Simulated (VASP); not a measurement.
Set up this calculation in VASP 6.6.1, as the native input.

```yaml
Task: single point
Functional: PBE
Potentials_or_basis: VASP PAW PBE potentials, release 64 (K_sv, Mg, F)
Cutoff: 520 eV
k_mesh: 6 × 6 × 6
Occupations: gaussian, width 0.01 eV
Spin: no spin polarisation
Dipole_correction: no
Further_INCAR_settings: ALGO = Normal; EDIFF = 1e-07; NBANDS = 24
```

The structure of KMgF3 lies in POSCAR:

```
KMgF3
1.0
    3.8766418024      0.0000000000      0.0000000000
    0.0000000000      3.8766418024      0.0000000000
    0.0000000000      0.0000000000      3.8766418024
K Mg F
1 1 3
Direct
    0.5000000000      0.5000000000      0.5000000000
    0.0000000000      0.0000000000      0.0000000000
    0.5000000000      0.0000000000      0.0000000000
    0.0000000000      0.5000000000      0.0000000000
    0.0000000000      0.0000000000      0.5000000000
```

These files were run (other wordings do the same):

INCAR

```
SYSTEM = KMgF3
ALGO = Normal
EDIFF = 1E-7
ENCUT = 520
GGA = PE
ISIF = 2
ISMEAR = 0
LASPH = .True.
LCHARG = .True.
LELF = .True.
LREAL = .False.
LVHAR = .True.
LWAVE = .False.
NBANDS = 24
NELM = 60
PREC = Accurate
SIGMA = 0.01
```

KPOINTS

```
k-points
0
Gamma
  6 6 6
  0 0 0
```

Potentials or basis: VASP PAW PBE potentials, release 64 (K_sv, Mg, F).

Launch:

```bash
$ cat potpaw_PBE.64/K_sv/POTCAR potpaw_PBE.64/Mg/POTCAR potpaw_PBE.64/F/POTCAR > POTCAR
$ mpirun -np 1 vasp_std > vasp.out
```

Results of the run:

```yaml
Pressure: 11.6 GPa
Band_gap_on_the_k_mesh: 7.97 eV, indirect (least direct gap 8.29 eV)
```

Run time: 23 s on 1 thread of Intel(R) Xeon(R) Platinum 8375C CPU @ 2.90GHz (Ice Lake) (shared host), peak memory 0.18 GiB.
